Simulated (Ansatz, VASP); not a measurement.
Two plane-wave programs on GaSb

```
Ga Sb
1.0
     0.00000    2.71122    2.71122
     2.71122    0.00000    2.71122
     2.71122    2.71122    0.00000
Ga Sb
1 1
Direct
  0.00000 0.00000 0.00000
  0.25000 0.25000 0.25000
```

Change from the starting cell: volume scaled by 0.72, PAW files.

Alike in both runs: task single point; functional LDA; k mesh 11 × 11 × 11; occupations fermi-dirac, width 0.1 eV; no spin polarisation.

|  | VASP | Ansatz |
| --- | --- | --- |
| version | VASP 6.6.1 | Ansatz 0.2.0 |
| potentials or method | VASP PAW LDA potentials, release 64 (Ga_d, Sb) | PAW with Ansatz's default frozen-core files, scalar-relativistic |
| plane-wave cutoff (eV) | 520 | 420 |
| valence electrons in the cell | 18 | 28 |

```tsv
	VASP	Ansatz	Ansatz less VASP
pressure (GPa)	40.0	39.3	-0.72
```

LDA's correlation is that of Perdew and Zunger in VASP and of Perdew and Wang (1992) in Ansatz. Both programs put the cell under a high pressure, so it lies far from rest at this level. VASP's potentials hold 18 valence electrons a cell and Ansatz's 28, so a difference there can come from the potentials and not from the codes.

Neither program's run includes spin-orbit coupling.
